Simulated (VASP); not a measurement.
# BiTe (R3m) in VASP: single point with PBE

Aim: the single point of BiTe with PBE.

All numbers are computed with VASP 6.6.1; they aren't measurements. Logs are shortened: lines on timing, memory, paths and dates and some standing lists are left out, and cuts for length are marked.

## (1) The cell of the first run

It takes space group R3m (No. 160, trigonal). The conventional cell has a = 4.575 Å, b = 4.575 Å, c = 11.206 Å, α = 90.00°, β = 90.00°, γ = 120.00°. Within 3.5 Å of Bi (site symmetry 3m) lie 4 Te at 2.63 to 2.86 Å. Within 3.5 Å of Te (site symmetry 3m) lie 4 Bi at 2.63 to 2.86 Å.

## (2) Single point, PBE

INCAR reads:

```
PREC = Accurate
ENCUT = 500
EDIFF = 1E-6
ISMEAR = 0
SIGMA = 0.1
LREAL = False
LASPH = True
NELM = 120
ALGO = Normal
ISIF = 2
LWAVE = False
LCHARG = True
GGA = PE
LELF = True
LVHAR = True
NBANDS = 18
GGA_COMPAT = False
```

KPOINTS reads:

```
Automatic mesh
0
Gamma
  6 6 6
```

POSCAR reads:

```
BiTe
1.0
    0.0000000000      3.2350000000      3.2350000000
    3.2350000000      0.0000000000      3.2350000000
    3.2350000000      3.2350000000      0.0000000000
Bi Te
1 1
Direct
    0.0000000000      0.0000000000      0.0000000000
    0.2350000000      0.2350000000      0.2350000000
```

Potentials or basis: VASP PAW PBE potentials, release 64 (Bi_d, Te).

On the command line:

```
$ cat potpaw_PBE.64/Bi_d/POTCAR potpaw_PBE.64/Te/POTCAR > POTCAR
$ mpirun -np 1 vasp_std > vasp.out
```

OUTCAR:

```text
PREC = Accurate
   ENCUT = 500
   EDIFF = 1E-6
   ISMEAR = 0
   LREAL = False
   LASPH = True
   NELM = 120
   ISIF = 2
   GGA = PE

 ion  position               nearest neighbor table
   1  0.000  0.000  0.000-   2 2.63   2 2.86   2 2.86   2 2.86
   2  0.235  0.235  0.235-   1 2.63   1 2.86   1 2.86   1 2.86

  LATTYP: Found a face centered cubic cell.
 ALAT       =     6.4700000000

  Lattice vectors:

 A1 = (   0.0000000000,   3.2350000000,   3.2350000000)
 A2 = (   3.2350000000,   0.0000000000,   3.2350000000)
 A3 = (   3.2350000000,   3.2350000000,   0.0000000000)

Analysis of symmetry for initial positions (statically):
=====================================================================
 Subroutine PRICEL returns:
 Original cell was already a primitive cell.

 Routine SETGRP: Setting up the symmetry group for a
 face centered cubic supercell.

 Subroutine GETGRP returns: Found  6 space group operations
 (whereof  6 operations were pure point group operations)
 out of a pool of 48 trial point group operations.

The static configuration has the point symmetry C_3v.

Analysis of symmetry for dynamics (positions and initial velocities):
=====================================================================
 Subroutine PRICEL returns:
 Original cell was already a primitive cell.

 Routine SETGRP: Setting up the symmetry group for a
 face centered cubic supercell.

 Subroutine GETGRP returns: Found  6 space group operations
 (whereof  6 operations were pure point group operations)
 out of a pool of 48 trial point group operations.

The dynamic configuration has the point symmetry C_3v.

 Subroutine INISYM returns: Found  6 space group operations
 (whereof  6 operations are pure point group operations),
 and found     1 'primitive' translations

----------------------------------------------------------------------------------------

                                     Primitive cell

  volume of cell :      67.7100

  direct lattice vectors                    reciprocal lattice vectors
     0.000000000  3.235000000  3.235000000    -0.154559505  0.154559505  0.154559505
     3.235000000  0.000000000  3.235000000     0.154559505 -0.154559505  0.154559505
     3.235000000  3.235000000  0.000000000     0.154559505  0.154559505 -0.154559505

  length of vectors
     4.574980874  4.574980874  4.574980874     0.267704916  0.267704916  0.267704916

  position of ions in fractional coordinates (direct lattice)
[... 71 lines left out ...]
   ISTART =      0    job   : 0-new  1-cont  2-samecut
   ICHARG =      2    charge: 1-file 2-atom 10-const
   ISPIN  =      1    spin polarized calculation?
   LNONCOLLINEAR =      F non collinear calculations
   LSORBIT =      F    spin-orbit coupling
   LASPH  =      T    aspherical Exc in radial PAW
   ENCUT  =  500.0 eV  36.75 Ry    6.06 a.u.   8.34  8.34  8.34*2*pi/ulx,y,z
   NELM   =    120;   NELMIN=  2; NELMDL= -5     # of ELM steps
   EDIFF  = 0.1E-05   stopping-criterion for ELM
   LREAL  =      F    real-space projection
   EDIFFG = 0.1E-04   stopping-criterion for IOM
   NSW    =      0    number of steps for IOM
   IBRION =     -1    ionic relax: 0-MD 1-quasi-New 2-CG
   NFREE  =      0    steps in history (QN), initial steepest desc. (CG)
   ISIF   =      2    stress and relaxation
   ISYM   =      2    0-nonsym 1-usesym 2-fastsym
   POTIM  = 0.5000    time-step for ionic-motion
   TEBEG  =    0.0;   TEEND  =   0.0 temperature during run
   PSTRESS=    0.0 pullay stress
   NELECT =      21.0000    total number of electrons
   NUPDOWN=      -1.0000    fix difference up-down
   EMIN   =  10.00;   EMAX   =-10.00  energy-range for DOS
   EFERMI =   0.00;   METHOD = LEGACY
   ISMEAR =     0;   SIGMA  =   0.10  broadening in eV -4-tet -1-fermi 0-gaus
   EFERMI_NEDOS =   21; number of points for ismear=-14 and -15
   IALGO  =     38    algorithm
   IMIX   =      4    mixing-type and parameters
     AMIX     =   0.40;   BMIX     =  1.00
     AMIX_MAG =   1.60;   BMIX_MAG =  1.00
  volume/ion in A,a.u.               =      33.86       228.46
  Fermi-wavevector in a.u.,A,eV,Ry     =   1.108146  2.094092 16.707785  1.227988
  Thomas-Fermi vector in A             =   2.244669
   LORBIT       =      0    0 simple, 1 ext, 2 COOP (PROOUT), +10 PAW based schemes
   GGA     = PE    functional components
   LHFCALC =     F    Hartree Fock is set to
   AEXX    =    0.0000 exact exchange contribution
   IVDW    =     0    specifies the selected vdW correction
   LEPSILON=     F    determine dielectric tensor
   LRPA    =     F    only Hartree local field effects (RPA)
 non-spin polarized calculation
 Gauss-broadening in eV      SIGMA  =   0.10
  energy-cutoff  :      500.00
  volume of cell :       67.71
 maximum number of plane-waves:      1759
 NGX is ok and might be reduce to    36
   NGX = 17   NGY = 17   NGZ = 17

 number of electron      21.0000000 magnetization

 Free energy of the ion-electron system (eV)
  ---------------------------------------------------
  ext. energy  EPLUGINS =         0.00000000
  ---------------------------------------------------
  free energy    TOTEN  =        -5.34441204 eV

  energy without entropy =       -5.34137699  energy(sigma->0) =       -5.34289451

 E-fermi :   7.1368     XC(G=0):  -9.1924

 val. band max:        7.0303425218   @ k =   0.5000   0.3333   0.1667
 cond. band min:       7.1705208595   @ k =   0.1667   0.1667   0.1667
 fundamental gap:      0.1401783377
 Fermi energy:         7.1368272176

 k-point     1 :       0.0000    0.0000    0.0000
  band No.  band energies     occupation
      1     -16.5557      2.00000
      2     -16.4832      2.00000
      3     -16.4832      2.00000
      4     -16.4267      2.00000
      5     -16.4267      2.00000
      6      -8.0322      2.00000
[... 481 lines left out ...]
      5     -16.4228      2.00000
      6      -6.2222      2.00000
[... 10 lines left out ...]
     17      16.0833      0.00000
     18      17.2368      0.00000

 [... further k-points ...]
[... 5 lines left out ...]
  --------------------------------------------------------------------------------------
  -------------------------------------------------------------------------------------
  Total        8.8546636      8.8546636      8.8546636      1.6354688      1.6354688      1.6354688
  in kB      209.5220797    209.5220797    209.5220797     38.6990236     38.6990236     38.6990236
  external PRESSURE =     209.5220797 kB  Pullay stress =       0.0000000 kB

 VOLUME and BASIS-vectors are now :
 -----------------------------------------------------------------------------
  energy-cutoff  :      500.00
  volume of cell :       67.71
      direct lattice vectors                 reciprocal lattice vectors
     0.000000000  3.235000000  3.235000000    -0.154559505  0.154559505  0.154559505
     3.235000000  0.000000000  3.235000000     0.154559505 -0.154559505  0.154559505
     3.235000000  3.235000000  0.000000000     0.154559505  0.154559505 -0.154559505

 POSITION                                       TOTAL-FORCE (eV/Angst)
 -----------------------------------------------------------------------------------
      0.00000      0.00000      0.00000        -0.920288     -0.920288     -0.920288
      1.52045      1.52045      1.52045         0.920288      0.920288      0.920288
 -----------------------------------------------------------------------------------
    total drift:                                0.000191      0.000191      0.000191

  FREE ENERGIE OF THE ION-ELECTRON SYSTEM (eV)
  ---------------------------------------------------
  free  energy   TOTEN  =        -5.3444120414 eV

  energy  without entropy=       -5.3413769868  energy(sigma->0) =       -5.34289451
```

Wall time 60 s (1 thread of AMD EPYC 7R43 (Zen 3), shared host); peak memory 0.17 GiB.

What came out:

```yaml
Free_energy: -5.3444 eV
Pressure: 21.0 GPa
Largest_force: 1.594 eV/Å
```

Forces on the atoms (eV/Å):
```
Bi  -0.920 -0.920 -0.920
Te   0.920  0.920  0.920
```

Caveat: spin-orbit coupling is left out, which moves the levels of the heavy elements; forces of over 1 eV/Å act on the atoms, so gaps and moduli don't describe the material at rest.
